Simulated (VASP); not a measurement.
A run of VASP 6.6.1:

File INCAR:

```
  PREC = Accurate
  ENCUT = 600
  EDIFF = 1E-7
  ISMEAR = -1
  SIGMA = 0.1
  LREAL = False
  LASPH = True
  NELM = 100
  ALGO = Normal
  ISIF = 3
  LWAVE = False
  LCHARG = False
  GGA = PE
  IBRION = 2
  NSW = 60
  EDIFFG = -0.005
  PSTRESS = 0.8699999999999999
```

File KPOINTS:

```
Automatic mesh
0
Gamma
  15 15 13
```

POSCAR

```
SiNi
1.0
    3.1542568691      0.0000000000      0.0000000000
   -1.5771284346      2.7316665787      0.0000000000
    0.0000000000      0.0000000000      3.0911717317
Ni Si
1 1
Direct
    0.0000000000      0.0000000000      0.0000000000
    0.3333333333      0.6666666667      0.5000000000
```

Potentials or basis: VASP PAW PBE potentials, release 64 (Ni, Si).

Launch:

```bash
$ cat potpaw_PBE.64/Ni/POTCAR potpaw_PBE.64/Si/POTCAR > POTCAR
$ mpirun -np 1 vasp_std > vasp.out
```

Hardware: 1 thread of Intel(R) Xeon(R) 6975P-C (Granite Rapids), with other jobs on the host.

Question: How long does it take, and how much memory?

Answer: Wall time 7.4 min on 1 thread of Intel(R) Xeon(R) 6975P-C (Granite Rapids), on a shared host, peak memory 0.24 GiB. Counts: scf iterations 195, k points 189, ion steps 24.
